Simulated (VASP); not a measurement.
Set up this calculation in VASP 6.6.1, as the native input.

```yaml
Task: single point
Functional: LDA
Potentials_or_basis: VASP PAW LDA potentials, release 64 (Ta_sv_GW, N)
Cutoff: 600 eV
k_mesh: 5 × 5 × 8
Occupations: fermi-dirac, width 0.1 eV
Spin: no spin polarisation
Dipole_correction: no
Second_run: valence_matched
Further_INCAR_settings: ALGO = Normal; EDIFF = 1e-06; NBANDS = 36
```

The structure of TaN lies in POSCAR:

```
TaN
1.0
    5.0425749859      0.0000000000      0.0000000000
   -2.5212874930      4.3669980383      0.0000000000
    0.0000000000      0.0000000000      2.8659303550
Ta N
3 3
Direct
    0.0000000000      0.0000000000      0.0000000000
    0.3333333333      0.6666666667      0.5000000000
    0.6666666667      0.3333333333      0.5000000000
    0.5000000000      0.0000000000      0.0000000000
    0.5000000000      0.5000000000      0.0000000000
    0.0000000000      0.5000000000      0.0000000000
```

These files were run (other wordings do the same):

INCAR

```
PREC = Accurate ; ENCUT = 600
EDIFF = 1E-6 ; ISMEAR = -1
SIGMA = 0.1 ; LREAL = F
LASPH = T ; NELM = 120
ALGO = Normal ; ISIF = 2
LWAVE = F ; LCHARG = F
GGA = CA ; NBANDS = 36
GGA_COMPAT = F
```

KPOINTS

```
regular mesh
0
Gamma
  5 5 8
```

Potentials or basis: VASP PAW LDA potentials, release 64 (Ta_sv_GW, N).

Command:

```console
$ cat potpaw_LDA.64/Ta_sv_GW/POTCAR potpaw_LDA.64/N/POTCAR > POTCAR
$ mpirun -np 1 vasp_std > vasp.out
```

It gave:

The pressure is 21.4 GPa. The band gap on the k mesh is zero (band 27 reaches 13.95 eV, above the bottom of band 28 at 11.57 eV).

Caveat: spin-orbit coupling is left out, which moves the levels of the heavy elements.

Run time: 38 s on 1 thread of Intel(R) Xeon(R) 6975P-C (Granite Rapids) (shared host), peak memory 0.2 GiB.
